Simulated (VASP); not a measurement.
A run of VASP 6.6.1:

Contents of INCAR:

```
  PREC = Accurate
  ENCUT = 520
  EDIFF = 1E-6
  ISMEAR = -1
  SIGMA = 0.08
  LREAL = False
  LASPH = True
  NELM = 60
  ALGO = Normal
  ISIF = 2
  LWAVE = False
  LCHARG = False
  GGA = PE
  NBANDS = 14
```

The input KPOINTS:

```
Automatic mesh
0
Gamma
  13 13 13
```

POSCAR

```
Bi
1.0
   -1.6813047890      1.6813047890      1.6813047890
    1.6813047890     -1.6813047890      1.6813047890
    1.6813047890      1.6813047890     -1.6813047890
Bi
1
Direct
    0.0000000000      0.0000000000      0.0000000000
```

Potentials or basis: VASP PAW PBE potentials, release 64 (Bi_d).

Run with:

```console
$ cat potpaw_PBE.64/Bi_d/POTCAR > POTCAR
$ mpirun -np 1 vasp_std > vasp.out
```

Hardware: 1 thread of Intel Xeon 8259CL (shared host).

Problem. How long does it take, and how much memory?

Solution. It took 23 s on 1 thread of Intel Xeon 8259CL (shared host), peak memory 0.15 GiB. Counts: scf iterations 11, k points 84.
